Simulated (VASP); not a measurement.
# Ag12H2C in VASP: a series of runs

Ag12H2C is run at these levels: PBE; tasks: single point.

All numbers are computed with VASP 6.6.1; they aren't measurements. Logs are shortened: lines on timing, memory, paths and dates and some standing lists are left out, and cuts for length are marked.

## 1. The cell of the first run

The cell holds a slab with vacuum, 15 atoms: a = 5.784 Å, b = 5.784 Å, c = 16.723 Å, α = 90.00°, β = 90.00°, γ = 60.00°.

## 2. Single point, PBE

INCAR reads:

```
SYSTEM = Ag12H2C
  ALGO = Normal
  EDIFF = 1E-6
  ENCUT = 520
  GGA = PE
  GGA_COMPAT = .False.
  ISIF = 2
  ISMEAR = 0
  LASPH = .True.
  LCHARG = .True.
  LELF = .True.
  LREAL = .False.
  LVHAR = .True.
  LWAVE = .False.
  NBANDS = 82
  NELM = 120
  NELMDL = -8
  PREC = Accurate
  SIGMA = 0.1
```

KPOINTS reads:

```
k-points
0
Gamma
  3 3 1
  0 0 0
```

POSCAR reads:

```
Ag12H2C
1.0
    5.7841330000      0.0000000000      0.0000000000
    2.8920670000      5.0092070000      0.0000000000
    0.0000000000      0.0000000000     16.7227250000
Ag C H
12 1 2
Direct
    0.1666667653      0.1666666999      0.0597989263
    0.6666666788      0.1666666999      0.0597989263
    0.1666666289      0.6666667998      0.0597989263
    0.6666667154      0.6666667998      0.0597989263
   -0.1721623100      0.3152069779      0.2128489226
    0.3322276702      0.3204559125      0.2127547992
   -0.1710193308      0.8177907202      0.2040956244
    0.3269564591      0.8199800887      0.2073159727
   -0.0036366950     -0.0252652765      0.3546233643
    0.4939915314     -0.0256068476      0.3489132901
   -0.0278950896      0.4719990609      0.3505170957
    0.4751451892      0.4869569175      0.3624409897
    0.9912378392      0.7028791184      0.4476824202
    0.8526455694      0.8729844864      0.4848330640
    1.1001423566      0.5309694728      0.4878122435
```

Potentials or basis: VASP PAW PBE potentials, release 64 (Ag, C, H).

The run is started by

```bash
cat potpaw_PBE.64/Ag/POTCAR potpaw_PBE.64/C/POTCAR potpaw_PBE.64/H/POTCAR > POTCAR
mpirun -np 1 vasp_std > vasp.out
```

OUTCAR:

```text
SYSTEM = Ag12H2C
   EDIFF = 1E-6
   ENCUT = 520
   GGA = PE
   ISIF = 2
   ISMEAR = 0
   LASPH = .True.
   LREAL = .False.
   NELM = 120
   NELMDL = -8
   PREC = Accurate

 ion  position               nearest neighbor table
   1  0.167  0.167  0.060-   2 2.89   4 2.89   3 2.89   2 2.89   4 2.89   3 2.89   6 3.02   8 3.02
                             5 3.07
   2  0.667  0.167  0.060-   1 2.89   4 2.89   3 2.89   1 2.89   3 2.89   4 2.89   7 2.98   5 2.99
                             6 3.06
   3  0.167  0.667  0.060-   4 2.89   2 2.89   1 2.89   4 2.89   2 2.89   1 2.89   8 2.92   7 2.95
                             6 3.09
   4  0.667  0.667  0.060-   7 2.88   3 2.89   2 2.89   1 2.89   3 2.89   1 2.89   2 2.89   8 3.00
                             5 3.11
   5  0.828  0.315  0.213-  11 2.75   6 2.85   8 2.88   7 2.88   8 2.91   7 2.91   9 2.92   6 2.93
                             2 2.99  12 3.06   1 3.07   4 3.11
   6  0.332  0.320  0.213-   5 2.85  10 2.86   8 2.88   7 2.89   7 2.90   8 2.91  11 2.93   5 2.93
                            12 2.94   1 3.02   2 3.06   3 3.09
   7  0.829  0.818  0.204-   5 2.88   4 2.88   8 2.89   6 2.89   6 2.90   8 2.90   5 2.91  10 2.95
                             3 2.95   2 2.98   9 3.00  11 3.00
   8  0.327  0.820  0.207-  10 2.86   6 2.88   5 2.88   7 2.89   7 2.90   5 2.91   6 2.91   3 2.92
                             9 2.97   4 3.00   1 3.02  12 3.09
   9  0.996  0.975  0.355-  13 2.22  12 2.80  11 2.81  10 2.88  10 2.91   5 2.92   8 2.97  11 2.98
                            12 2.99   7 3.00
  10  0.494  0.974  0.349-  11 2.84   6 2.86   8 2.86   9 2.88  12 2.88   9 2.91  12 2.92   7 2.95
                            11 2.95
  11  0.972  0.472  0.351-  13 2.14   5 2.75   9 2.81  10 2.84  12 2.84   6 2.93  10 2.95  12 2.96
                             9 2.98   7 3.00
  12  0.475  0.487  0.362-   9 2.80  13 2.82  11 2.84  10 2.88  10 2.92   6 2.94  11 2.96   9 2.99
                             5 3.06   8 3.09
  13  0.991  0.703  0.448-  14 1.10  15 1.10  11 2.14   9 2.22  12 2.82
  14  0.853  0.873  0.485-  13 1.10
  15  0.100  0.531  0.488-  13 1.10

  LATTYP: Found a hexagonal cell.
 ALAT       =     5.7841340148
 C/A-ratio  =     2.8911371965

  Lattice vectors:

 A1 = (  -2.8920670000,  -5.0092070000,   0.0000000000)
 A2 = (   5.7841330000,   0.0000000000,   0.0000000000)
 A3 = (   0.0000000000,   0.0000000000,  16.7227250000)

Analysis of symmetry for initial positions (statically):
=====================================================================
 Subroutine PRICEL returns:
 Original cell was already a primitive cell.

 Routine SETGRP: Setting up the symmetry group for a
 hexagonal supercell.

 Subroutine GETGRP returns: Found  1 space group operations
 (whereof  1 operations were pure point group operations)
 out of a pool of 24 trial point group operations.

The static configuration has the point symmetry C_1 .

Analysis of symmetry for dynamics (positions and initial velocities):
=====================================================================
 Subroutine PRICEL returns:
 Original cell was already a primitive cell.

 Routine SETGRP: Setting up the symmetry group for a
 hexagonal supercell.

 Subroutine GETGRP returns: Found  1 space group operations
 (whereof  1 operations were pure point group operations)
 out of a pool of 24 trial point group operations.

The dynamic configuration has the point symmetry C_1 .

 Subroutine INISYM returns: Found  1 space group operations
 (whereof  1 operations are pure point group operations),
 and found     1 'primitive' translations

----------------------------------------------------------------------------------------

                                     Primitive cell

  volume of cell :     484.5229

  direct lattice vectors                    reciprocal lattice vectors
     5.784133000  0.000000000  0.000000000     0.172886758 -0.099816216  0.000000000
     2.892067000  5.009207000  0.000000000     0.000000000  0.199632397  0.000000000
     0.000000000  0.000000000 16.722725000     0.000000000  0.000000000  0.059798867

  length of vectors
     5.784133000  5.784134015 16.722725000     0.199632432  0.199632397  0.059798867

  position of ions in fractional coordinates (direct lattice)
     0.166666765  0.166666700  0.059798926
     0.666666679  0.166666700  0.059798926
     0.166666629  0.666666800  0.059798926
     0.666666715  0.666666800  0.059798926
     0.827837690  0.315206978  0.212848923
[... 43 lines left out ...]

  Length of vectors
     0.066544144  0.066544132  0.059798867

  Shift w.r.t. Gamma in fractional coordinates (k-lattice)
     0.000000000  0.000000000  0.000000000

 Subroutine IBZKPT returns following result:
 ===========================================

 Found      5 irreducible k-points:

 Following reciprocal coordinates:
            Coordinates               Weight
  0.000000  0.000000  0.000000      1.000000
  0.333333 -0.000000  0.000000      2.000000
  0.333333  0.333333  0.000000      2.000000
  0.000000  0.333333  0.000000      2.000000
 -0.333333  0.333333  0.000000      2.000000
   k-points           NKPTS =      5   k-points in BZ     NKDIM =      5   number of bands    NBANDS=     82
   number of dos      NEDOS =    301   number of ions     NIONS =     15
   total plane-waves  NPLWV = 290304
   dimension x,y,z NGX =    48 NGY =   48 NGZ =  126
   dimension x,y,z NGXF=    96 NGYF=   96 NGZF=  252
   ions per type =              12   1   2
   NGX,Y,Z   is equivalent  to a cutoff of  13.80, 13.80, 12.53 a.u.
   NGXF,Y,Z  is equivalent  to a cutoff of  27.59, 27.59, 25.05 a.u.
 SYSTEM =  Ag12H2C
   PREC   = accura    normal or accurate (medium, high low for compatibility)
   ISTART =      0    job   : 0-new  1-cont  2-samecut
   ICHARG =      2    charge: 1-file 2-atom 10-const
   ISPIN  =      1    spin polarized calculation?
   LNONCOLLINEAR =      F non collinear calculations
   LSORBIT =      F    spin-orbit coupling
   LASPH  =      T    aspherical Exc in radial PAW
   ENCUT  =  520.0 eV  38.22 Ry    6.18 a.u.  10.75 10.75 31.09*2*pi/ulx,y,z
   NELM   =    120;   NELMIN=  2; NELMDL= -8     # of ELM steps
   EDIFF  = 0.1E-05   stopping-criterion for ELM
   LREAL  =      F    real-space projection
   EDIFFG = 0.1E-04   stopping-criterion for IOM
   NSW    =      0    number of steps for IOM
   IBRION =     -1    ionic relax: 0-MD 1-quasi-New 2-CG
   NFREE  =      0    steps in history (QN), initial steepest desc. (CG)
   ISIF   =      2    stress and relaxation
   ISYM   =      2    0-nonsym 1-usesym 2-fastsym
   POTIM  = 0.5000    time-step for ionic-motion
   TEBEG  =    0.0;   TEEND  =   0.0 temperature during run
   PSTRESS=    0.0 pullay stress
   NELECT =     138.0000    total number of electrons
   NUPDOWN=      -1.0000    fix difference up-down
   EMIN   =  10.00;   EMAX   =-10.00  energy-range for DOS
   EFERMI =   0.00;   METHOD = LEGACY
   ISMEAR =     0;   SIGMA  =   0.10  broadening in eV -4-tet -1-fermi 0-gaus
   EFERMI_NEDOS =   21; number of points for ismear=-14 and -15
   IALGO  =     38    algorithm
   IMIX   =      4    mixing-type and parameters
     AMIX     =   0.40;   BMIX     =  1.00
     AMIX_MAG =   1.60;   BMIX_MAG =  1.00
  volume/ion in A,a.u.               =      32.30       217.98
  Fermi-wavevector in a.u.,A,eV,Ry     =   1.077118  2.035457 15.785237  1.160182
  Thomas-Fermi vector in A             =   2.213021
   LORBIT       =      0    0 simple, 1 ext, 2 COOP (PROOUT), +10 PAW based schemes
   GGA     = PE    functional components
   LHFCALC =     F    Hartree Fock is set to
   AEXX    =    0.0000 exact exchange contribution
   IVDW    =     0    specifies the selected vdW correction
   LEPSILON=     F    determine dielectric tensor
   LRPA    =     F    only Hartree local field effects (RPA)
 non-spin polarized calculation
 Gauss-broadening in eV      SIGMA  =   0.10
  energy-cutoff  :      520.00
  volume of cell :      484.52
 maximum number of plane-waves:     13095
 NGX is ok and might be reduce to    48
   NGX = 21   NGY = 21   NGZ = 63

 number of electron     138.0000006 magnetization

 Free energy of the ion-electron system (eV)
  ---------------------------------------------------
  ext. energy  EPLUGINS =         0.00000000
  ---------------------------------------------------
  free energy    TOTEN  =       -43.57678991 eV

  energy without entropy =      -43.56147541  energy(sigma->0) =      -43.56913266

 E-fermi :   1.1973     XC(G=0):  -6.5508

 val. band max:        1.0891284355   @ k =   0.3333   0.3333   0.0000
 cond. band min:       1.3027677159   @ k =   0.0000   0.3333   0.0000
 fundamental gap:      0.2136392804
 Fermi energy:         1.1972834047

 k-point     1 :       0.0000    0.0000    0.0000
  band No.  band energies     occupation
      1     -10.7162      2.00000
      2      -5.7555      2.00000
      3      -5.2259      2.00000
      4      -5.0818      2.00000
      5      -4.8946      2.00000
      6      -4.8487      2.00000
[... 409 lines left out ...]
     80       6.1047      0.00000
     81       6.5313      0.00000
 [bands above 81 left out]

------------------------ aborting loop because EDIFF is reached ----------------------------------------

  FORCE on cell =-STRESS in cart. coord.  units (eV):
  Direction    XX          YY          ZZ          XY          YZ          ZX
  --------------------------------------------------------------------------------------
  -------------------------------------------------------------------------------------
  Total       -0.4554133     -0.4661218     -0.5159455      0.6346040      0.8225388      1.0919396
  in kB       -1.5059204     -1.5413302     -1.7060828      2.0984523      2.7198985      3.6107292
  external PRESSURE =      -1.5844444 kB  Pullay stress =       0.0000000 kB

 VOLUME and BASIS-vectors are now :
 -----------------------------------------------------------------------------
  energy-cutoff  :      520.00
  volume of cell :      484.52
      direct lattice vectors                 reciprocal lattice vectors
     5.784133000  0.000000000  0.000000000     0.172886758 -0.099816216  0.000000000
     2.892067000  5.009207000  0.000000000     0.000000000  0.199632397  0.000000000
     0.000000000  0.000000000 16.722725000     0.000000000  0.000000000  0.059798867

 POSITION                                       TOTAL-FORCE (eV/Angst)
 -----------------------------------------------------------------------------------
      1.44603      0.83487      1.00000        -0.050795     -0.000399      0.007614
      4.33810      0.83487      1.00000         0.002324      0.015577      0.028892
      2.89207      3.33947      1.00000        -0.008642     -0.021640      0.063305
      5.78413      3.33947      1.00000        -0.041706     -0.089039     -0.011244
      5.69992      1.57894      3.55941        -0.012928     -0.000377     -0.005003
      2.84843      1.60523      3.55784        -0.031834     -0.020392      0.008778
      7.16004      4.09648      3.41304        -0.016066     -0.017663      0.003561
      4.26260      4.10745      3.46689        -0.011774     -0.014683     -0.009338
      8.58210      4.88265      5.93027         0.007053      0.022067     -0.042292
      5.67532      4.88094      5.83478        -0.006709     -0.010847      0.003961
      6.98784      2.36434      5.86160        -0.011612      0.019196      0.023594
      4.15662      2.43927      6.06100        -0.020881     -0.003636     -0.080727
      7.76622      3.52087      7.48647         0.036323      0.068811     -0.070849
      7.45654      4.37296      8.10773        -0.038347      0.050384      0.042700
      2.11484      2.65974      8.15755         0.205594      0.002640      0.037048
 -----------------------------------------------------------------------------------
    total drift:                               -0.000002     -0.000060      0.000181

  FREE ENERGIE OF THE ION-ELECTRON SYSTEM (eV)
  ---------------------------------------------------
  free  energy   TOTEN  =       -43.5767899061 eV

  energy  without entropy=      -43.5614754127  energy(sigma->0) =      -43.56913266
```

It took 15 min on 1 thread of Intel Xeon 8259CL, shared host; peak memory 0.68 GiB.

Results:

- Free energy: -43.5768 eV
- Largest force: 0.209 eV/Å
- Band gap on the k mesh: zero (bands 69 and 70 overlap by 0.70 eV)

Forces in eV/Å, atoms in the order of the input:
```
Ag  -0.051  0.000  0.008
Ag   0.002  0.016  0.029
Ag  -0.009 -0.022  0.063
Ag  -0.042 -0.089 -0.011
Ag  -0.013  0.000 -0.005
Ag  -0.032 -0.020  0.009
Ag  -0.016 -0.018  0.004
Ag  -0.012 -0.015 -0.009
Ag   0.007  0.022 -0.042
Ag  -0.007 -0.011  0.004
Ag  -0.012  0.019  0.024
Ag  -0.021 -0.004 -0.081
C    0.036  0.069 -0.071
H   -0.038  0.050  0.043
H    0.206  0.003  0.037
```

Caveat: the k points lie up to 0.42 Å⁻¹ apart, too coarse for converged energies and pressures of a metal.

## 3. Single point, PBE

INCAR reads:

```
SYSTEM = Ag12H2C
ALGO = Normal
EDIFF = 1E-6
ENCUT = 520
GGA = PE
GGA_COMPAT = .FALSE.
ISIF = 2
ISMEAR = 0
LASPH = .TRUE.
LCHARG = .TRUE.
LELF = .TRUE.
LREAL = .FALSE.
LVHAR = .TRUE.
LWAVE = .FALSE.
NBANDS = 82
NELM = 120
NELMDL = -8
PREC = Accurate
SIGMA = 0.1
```

KPOINTS reads:

```
k-points
0
G
  3 3 1
  0 0 0
```

POSCAR reads:

```
Ag12H2C
1.0
    5.7841330000      0.0000000000      0.0000000000
    2.8920670000      5.0092070000      0.0000000000
    0.0000000000      0.0000000000     16.7227250000
Ag C H
12 1 2
Direct
    0.1666667653      0.1666666999      0.0597989263
    0.6666666788      0.1666666999      0.0597989263
    0.1666666289      0.6666667998      0.0597989263
    0.6666667154      0.6666667998      0.0597989263
   -0.1805169183      0.3289622489      0.2140380829
    0.3224689600      0.3327788211      0.2109310534
   -0.1799720058      0.8279825529      0.2037938793
    0.3209488983      0.8280648015      0.2063460949
   -0.0218339916     -0.0066413706      0.3485738718
    0.4830060038     -0.0104447670      0.3463526429
   -0.0368294244      0.4915167211      0.3538568624
    0.4667242123      0.5027791824      0.3683885252
    1.1025648821      0.6500188553      0.4472015775
    0.9893523225      0.8389050403      0.4806095298
    1.1654195065      0.4902837914      0.4920418173
```

Potentials or basis: VASP PAW PBE potentials, release 64 (Ag, C, H).

The run is started by

```bash
cat potpaw_PBE.64/Ag/POTCAR potpaw_PBE.64/C/POTCAR potpaw_PBE.64/H/POTCAR > POTCAR
mpirun -np 1 vasp_std > vasp.out
```

Wall time 16 min (1 thread of Intel Xeon 8259CL, shared host); peak memory 0.7 GiB.

Results (log left out):

```yaml
Free_energy: -43.7554 eV
Largest_force: 0.124 eV/Å
Band_gap_on_the_k_mesh: zero (bands 69 and 70 overlap by 0.63 eV)
```

Forces on the atoms (eV/Å):
```
Ag  -0.043  0.051  0.015
Ag  -0.005  0.065  0.001
Ag  -0.020 -0.074  0.072
Ag  -0.047 -0.085 -0.039
Ag  -0.018  0.015  0.015
Ag  -0.020  0.005  0.010
Ag  -0.003 -0.004  0.009
Ag  -0.010  0.006  0.001
Ag  -0.033  0.020 -0.025
Ag  -0.036  0.018 -0.024
Ag  -0.030  0.012  0.018
Ag  -0.006  0.017  0.027
C    0.083 -0.020 -0.062
H    0.120  0.018 -0.027
H    0.069 -0.045  0.010
```

Levels at points of the mesh, in eV from the Fermi level:
```
           k point  band 66  band 67  band 68  band 69  band 70  band 71  band 72  band 73
(0.00, 0.00, 0.00)    -0.87    -0.31     0.43     0.44     0.62     0.75     1.27     1.35
```

Caveat: the k points lie up to 0.42 Å⁻¹ apart, too coarse for converged energies and pressures of a metal.
